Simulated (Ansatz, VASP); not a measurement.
**MgO in VASP and in Ansatz**

INCAR

```
ALGO = Normal ; EDIFF = 1E-6
ENCUT = 520 ; GGA = PS
ISIF = 2 ; ISMEAR = -1
LASPH = True ; LCHARG = False
LREAL = False ; LWAVE = False
NBANDS = 11 ; NELM = 60
PREC = Accurate ; SIGMA = 0.05
```

KPOINTS

```
k-points
0
Gamma
  10 10 10
```

POSCAR

```
MgO
1.0
    0.0000000000      2.2906819497      2.2906819497
    2.2906819497      0.0000000000      2.2906819497
    2.2906819497      2.2906819497      0.0000000000
Mg O
1 1
Direct
    0.5000000000      0.5000000000      0.5000000000
    0.7500000000      0.7500000000      0.7500000000
```

Contents of input.yaml:

```yaml
crystal:
  lattice:
    - [0.0, 2.2906819497, 2.2906819497]
    - [2.2906819497, 0.0, 2.2906819497]
    - [2.2906819497, 2.2906819497, 0.0]
  atoms:
    - { symbol: Mg, position: [0.5, 0.5, 0.5] }
    - { symbol: O, position: [0.75, 0.75, 0.75] }
hamiltonian:
  xc: pbesol
  pseudopotentials: { kind: paw }
kpoints:
  mp_grid: { grid: [10, 10, 10] }
scf:
  occupations: { method: fermi_dirac, width: 0.05 }
output:
  forces: true
  stress: true
  eigenvalues: true
  write_density: true
  write_potential: true
  elf: true
  volumetric_format: npy
```

Alike in both runs: task single point; functional PBEsol; k mesh 10 × 10 × 10; occupations fermi-dirac, width 0.05 eV; no spin polarisation.

```csv
,VASP,Ansatz
version,VASP 6.6.1,Ansatz 0.2.0
potentials or method,"VASP PAW PBE potentials, release 64 (Mg, O)",Ansatz PAW
plane-wave cutoff (eV),520,420
valence electrons in the cell,8,16
```

```csv
,VASP,Ansatz,Ansatz less VASP
gap on the k mesh at the Fermi level (eV),3.47,3.46,-0.002
least direct gap on the mesh (eV),3.47,3.46,-0.002
pressure (GPa),-0.8,-0.5,+0.28
```

VASP's potentials were made for PBE, not for PBEsol. With one functional, cell and mesh, what is left measures potentials, basis and numerics. VASP's potentials hold 8 valence electrons a cell and Ansatz's 16, so a difference there can come from the potentials and not from the codes.
